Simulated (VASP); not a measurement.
# SnO2 (P4_2/mnm) in VASP: a series of runs, part 3 of 3

VASP 6.6.1.

### 4 Single point, r2SCAN (uniaxial strain along c: +4.5 %)

Input file POSCAR:

```
SnO2
1.0
    4.7056595588      0.0000000000      0.0000000000
    0.0000000000      4.7056595588      0.0000000000
    0.0000000000      0.0000000000      3.3453271130
Sn O
2 4
Direct
    0.5000000000      0.5000000000      0.5000000000
    0.0000000000      0.0000000000      0.0000000000
    0.1932140934      0.8067859066      0.5000000000
    0.8067859066      0.1932140934      0.5000000000
    0.3067859066      0.3067859066      0.0000000000
    0.6932140934      0.6932140934      0.0000000000
```

Input file INCAR.step1:

```
SYSTEM = SnO2
  ALGO = Normal
  EDIFF = 1E-4
  ENCUT = 520
  GGA = PE
  ISMEAR = 0
  LASPH = .True.
  LCHARG = .False.
  LREAL = .False.
  LWAVE = .True.
  NBANDS = 35
  NELM = 80
  PREC = Accurate
  SIGMA = 0.02
```

Input file INCAR.step2:

```
SYSTEM = SnO2
  ALGO = Normal
  EDIFF = 1E-6
  ENCUT = 520
  ISIF = 2
  ISMEAR = 0
  ISTART = 1
  LASPH = .True.
  LCHARG = .False.
  LMIXTAU = .True.
  LREAL = .False.
  LWAVE = .False.
  METAGGA = R2SCAN
  NBANDS = 35
  NELM = 80
  PREC = Accurate
  SIGMA = 0.02
```

Input file KPOINTS:

```
k-points
0
Gamma
  6 6 8
  0 0 0
```

Potentials or basis: VASP PAW PBE potentials, release 64 (Sn_d, O).

Launch:

```
$ cat potpaw_PBE.64/Sn_d/POTCAR potpaw_PBE.64/O/POTCAR > POTCAR
$ cp INCAR.step1 INCAR
$ mpirun -np 1 vasp_std > vasp.out
$ cp INCAR.step2 INCAR
$ mpirun -np 1 vasp_std > vasp.out
```

OUTCAR:

```text
SYSTEM = SnO2
   EDIFF = 1E-6
   ENCUT = 520
   ISIF = 2
   ISMEAR = 0
   ISTART = 1
   LASPH = .True.
   LREAL = .False.
   METAGGA = R2SCAN
   NELM = 80
   PREC = Accurate

 ion  position               nearest neighbor table
   1  0.500  0.500  0.500-   3 2.04   4 2.04   5 2.11   6 2.11   5 2.11   6 2.11   2 3.72   2 3.72
                             2 3.72   2 3.72   2 3.72   2 3.72   2 3.72   2 3.72
   2  0.000  0.000  0.000-   5 2.04   6 2.04   3 2.11   4 2.11   3 2.11   4 2.11   1 3.72   1 3.72
                             1 3.72   1 3.72   1 3.72   1 3.72   1 3.72   1 3.72
   3  0.193  0.807  0.500-   1 2.04   2 2.11   2 2.11
[... 1125 lines left out ...]
  -------------------------------------------------------------------------------------
  Total       -0.3812345     -0.3812345     -6.0692754      0.0000000      0.0000000      0.0000000
  in kB       -8.2456180     -8.2456180   -131.2707076      0.0000000      0.0000000      0.0000000
  external PRESSURE =     -49.2539812 kB  Pullay stress =       0.0000000 kB

 VOLUME and BASIS-vectors are now :
 -----------------------------------------------------------------------------
  energy-cutoff  :      520.00
  volume of cell :       74.08
      direct lattice vectors                 reciprocal lattice vectors
     4.705659559  0.000000000  0.000000000     0.212510061  0.000000000  0.000000000
     0.000000000  4.705659559  0.000000000     0.000000000  0.212510061  0.000000000
     0.000000000  0.000000000  3.345327113     0.000000000  0.000000000  0.298924430

 POSITION                                       TOTAL-FORCE (eV/Angst)
 -----------------------------------------------------------------------------------
      2.35283      2.35283      1.67266         0.000000      0.000000      0.000000
      0.00000      0.00000      0.00000         0.000000      0.000000      0.000000
      0.90920      3.79646      1.67266        -0.040578      0.040578      0.000000
      3.79646      0.90920      1.67266         0.040578     -0.040578     -0.000000
      1.44363      1.44363      0.00000         0.040578      0.040578      0.000000
      3.26203      3.26203      0.00000        -0.040578     -0.040578     -0.000000
 -----------------------------------------------------------------------------------
    total drift:                                0.000000      0.000000      0.000000

  FREE ENERGIE OF THE ION-ELECTRON SYSTEM (eV)
  ---------------------------------------------------
  free  energy   TOTEN  =       -84.5076119888 eV

  energy  without entropy=      -84.5076119888  energy(sigma->0) =      -84.50761199
```

OUTCAR.step1:

```text
SYSTEM = SnO2
   EDIFF = 1E-4
   ENCUT = 520
   GGA = PE
   ISMEAR = 0
   LASPH = .True.
   LREAL = .False.
   NELM = 80
[... 1152 lines left out ...]
      3.79646      0.90920      1.67266         0.049913     -0.049913      0.000000
      1.44363      1.44363      0.00000         0.049913      0.049913     -0.000000
      3.26203      3.26203      0.00000        -0.049913     -0.049913      0.000000
 -----------------------------------------------------------------------------------
    total drift:                                0.000000      0.000000      0.000000

  FREE ENERGIE OF THE ION-ELECTRON SYSTEM (eV)
  ---------------------------------------------------
  free  energy   TOTEN  =       -37.2081577547 eV

  energy  without entropy=      -37.2081577547  energy(sigma->0) =      -37.20815775
```

Wall time 2.9 min (1 thread of Intel Xeon 6975P-C (Granite Rapids), shared host); peak memory 0.26 GiB.

What came out:

```
Free energy            : -84.5076 eV
Pressure               : -4.9 GPa
Largest force          : 0.057 eV/Å
Band gap on the k mesh : 1.39 eV, direct
```

Forces in eV/Å, atoms in the order of the input:
```
Sn   0.000  0.000  0.000
Sn   0.000  0.000  0.000
O   -0.041  0.041  0.000
O    0.041 -0.041  0.000
O    0.041  0.041  0.000
O   -0.041 -0.041  0.000
```

Stress tensor (GPa, compression positive):
```
 -0.82   0.00   0.00
  0.00  -0.82   0.00
  0.00   0.00 -13.13
```

Caveat: the cell differs from its parent crystal (uniaxial strain along c: +4.5 %); the PAW data sets were made with another functional, which shifts forces and pressure a little; spin-orbit coupling is left out, which moves the levels of the heavy elements.

### 5 Single point, r2SCAN

This run uses another cell than the first one, of 12.58 Å³/atom, 1.037 times its volume.

Input file POSCAR:

```
SnO2
1.0
    4.9019765822      0.0000000000      0.0000000000
    0.0000000000      4.9019765822      0.0000000000
    0.0000000000      0.0000000000      3.1421302446
Sn O
2 4
Direct
    0.5000000000      0.5000000000      0.5000000000
    0.0000000000      0.0000000000      0.0000000000
    0.1933870967      0.8066129033      0.5000000000
    0.8066129033      0.1933870967      0.5000000000
    0.3066129033      0.3066129033      0.0000000000
    0.6933870967      0.6933870967      0.0000000000
```

Edit INCAR.step1 of step 4 so:

```diff
@@ -11,3 +11,3 @@
   NBANDS = 35
-  NELM = 80
+  NELM = 100
   PREC = Accurate
```

Edit INCAR.step2 of step 4 so:

```diff
@@ -14,3 +14,3 @@
   NBANDS = 35
-  NELM = 80
+  NELM = 100
   PREC = Accurate
```

KPOINTS is that of step 4.

Launch:

```
$ cat potpaw_PBE.64/Sn_d/POTCAR potpaw_PBE.64/O/POTCAR > POTCAR
$ cp INCAR.step1 INCAR
$ mpirun -np 1 vasp_std > vasp.out
$ cp INCAR.step2 INCAR
$ mpirun -np 1 vasp_std > vasp.out
```

Wall time 2.2 min (1 thread of Intel Xeon 6975P-C (Granite Rapids), shared host); peak memory 0.24 GiB.

It converged, with:

```
Free energy            : -84.5227 eV
Pressure               : -4.7 GPa
Largest force          : 0.053 eV/Å
Band gap on the k mesh : 1.51 eV, direct
```

Forces in eV/Å, atoms in the order of the input:
```
Sn   0.000  0.000  0.000
Sn   0.000  0.000  0.000
O    0.037 -0.037  0.000
O   -0.037  0.037  0.000
O   -0.037 -0.037  0.000
O    0.037  0.037  0.000
```

Stress tensor (GPa, compression positive):
```
-7.82  0.00  0.00
 0.00 -7.82  0.00
 0.00  0.00  1.47
```

Levels at points of the mesh, in eV from the valence-band top:
```csv
k point,band 22,band 23,band 24,band 25,band 26,band 27,band 28,band 29,band 30,band 31
"(0.00, 0.00, 0.00)",-1.11,-1.11,-0.80,-0.80,0.00,1.51,6.84,7.16,7.16,10.80
"(0.50, 0.00, 0.00)",-1.94,-1.07,-1.07,-0.65,-0.65,4.62,4.62,7.93,7.93,11.13
"(0.50, 0.50, 0.00)",-1.83,-1.16,-1.16,-0.96,-0.96,5.14,5.14,8.16,8.16,11.17
"(0.00, 0.00, 0.50)",-2.53,-1.53,-1.53,-1.21,-1.21,6.45,6.45,10.09,10.09,11.19
"(0.50, 0.00, 0.50)",-1.66,-1.07,-1.07,-0.80,-0.80,6.67,6.67,8.25,8.25,12.03
"(0.50, 0.50, 0.50)",-2.48,-0.96,-0.96,-0.86,-0.86,5.12,5.12,9.37,9.37,11.59
```

Caveat: the PAW data sets were made with another functional, which shifts forces and pressure a little; spin-orbit coupling is left out, which moves the levels of the heavy elements. r2SCAN opens gaps a little over a GGA but as a rule still falls short of measured ones.

### 6 Single point, r2SCAN (biaxial strain in the a-b plane: +4.5 %, then relaxed in part)

Input file POSCAR:

```
SnO2
1.0
    4.9733645907      0.0000000000      0.0000000000
    0.0000000000      4.9733645907      0.0000000000
    0.0000000000      0.0000000000      3.1182161303
Sn O
2 4
Direct
    0.5000000000      0.5000000000      0.5000000000
    0.0000000000      0.0000000000      0.0000000000
    0.1924142117      0.8075857883      0.5000000000
    0.8075857883      0.1924142117      0.5000000000
    0.3075857883      0.3075857883      0.0000000000
    0.6924142117      0.6924142117      0.0000000000
```

Input file INCAR.step1:

```
PREC = Accurate
ENCUT = 520
ISMEAR = 0
SIGMA = 0.02
LREAL = False
LASPH = True
NELM = 60
NBANDS = 35
GGA = PE
ALGO = Normal
EDIFF = 1E-4
LWAVE = True
LCHARG = False
```

Input file INCAR.step2:

```
PREC = Accurate
ENCUT = 520
EDIFF = 1E-6
ISMEAR = 0
SIGMA = 0.02
LREAL = False
LASPH = True
NELM = 60
ALGO = Normal
ISIF = 2
LWAVE = False
LCHARG = True
METAGGA = R2SCAN
LMIXTAU = True
LELF = True
LVHAR = True
NBANDS = 35
ISTART = 1
```

Input file KPOINTS:

```
Automatic mesh
0
Gamma
  6 6 8
```

Potentials or basis: VASP PAW PBE potentials, release 64 (Sn_d, O).

Launch:

```
$ cat potpaw_PBE.64/Sn_d/POTCAR potpaw_PBE.64/O/POTCAR > POTCAR
$ cp INCAR.step1 INCAR
$ mpirun -np 1 vasp_std > vasp.out
$ cp INCAR.step2 INCAR
$ mpirun -np 1 vasp_std > vasp.out
```

It took 2.8 min on 1 thread of Intel Xeon 6975P-C (Granite Rapids), shared host; peak memory 0.26 GiB.

Results (log left out):

- Free energy: -84.3867 eV
- Pressure: -7.0 GPa
- Largest force: 0.063 eV/Å
- Band gap on the k mesh: 1.41 eV, direct

Forces on the atoms (eV/Å):
```
Sn   0.000  0.000  0.000
Sn   0.000  0.000  0.000
O    0.044 -0.044  0.000
O   -0.044  0.044  0.000
O   -0.044 -0.044  0.000
O    0.044  0.044  0.000
```

Stress tensor (GPa, compression positive):
```
-11.20   0.00   0.00
  0.00 -11.20   0.00
  0.00   0.00   1.47
```

Levels at points of the mesh, in eV from the valence-band top:
```csv
k point,band 22,band 23,band 24,band 25,band 26,band 27,band 28,band 29,band 30,band 31
"(0.00, 0.00, 0.00)",-1.04,-1.04,-0.80,-0.80,0.00,1.41,6.80,7.19,7.19,10.69
"(0.50, 0.00, 0.00)",-1.90,-1.00,-1.00,-0.66,-0.66,4.44,4.44,7.98,7.98,10.74
"(0.50, 0.50, 0.00)",-1.74,-1.09,-1.09,-0.96,-0.96,4.97,4.97,8.12,8.12,10.77
"(0.00, 0.00, 0.50)",-2.46,-1.46,-1.46,-1.18,-1.18,6.26,6.26,9.88,9.88,10.79
"(0.50, 0.00, 0.50)",-1.61,-1.04,-1.04,-0.83,-0.83,6.46,6.46,7.97,7.97,12.07
"(0.50, 0.50, 0.50)",-2.42,-0.96,-0.96,-0.85,-0.85,4.96,4.96,9.20,9.20,11.36
```

Caveat: the cell differs from its parent crystal (biaxial strain in the a-b plane: +4.5 %, then relaxed in part); the PAW data sets were made with another functional, which shifts forces and pressure a little; spin-orbit coupling is left out, which moves the levels of the heavy elements.

### 7 Summary

```csv
cell,k mesh,smearing,gap on the mesh (eV),pressure (GPa),largest force (eV/Å)
"a = 4.765, b = 4.765, c = 3.207 Å, 6 atoms",4 × 4 × 6,gaussian 0.1 eV,1.74,0.1,0.02
"a = 4.724, b = 4.724, c = 3.297 Å, 6 atoms",6 × 6 × 8,gaussian 0.02 eV,1.51,-3.1,0.06
"a = 4.706, b = 4.706, c = 3.345 Å, 6 atoms",6 × 6 × 8,gaussian 0.02 eV,1.39,-4.9,0.06
"a = 4.902, b = 4.902, c = 3.142 Å, 6 atoms",6 × 6 × 8,gaussian 0.02 eV,1.51,-4.7,0.05
"a = 4.973, b = 4.973, c = 3.118 Å, 6 atoms",6 × 6 × 8,gaussian 0.02 eV,1.41,-7.0,0.06
```

Alike in all rows: task single point; level r2SCAN; potentials or basis VASP PAW PBE potentials, release 64 (Sn_d, O); no spin polarisation; cutoff (eV) 520.

Caveats: the PAW data sets were made with another functional, which shifts forces and pressure a little; spin-orbit coupling is left out, which moves the levels of the heavy elements.

Total energies depend on the potentials used, so only differences within one code and one set of settings carry meaning.
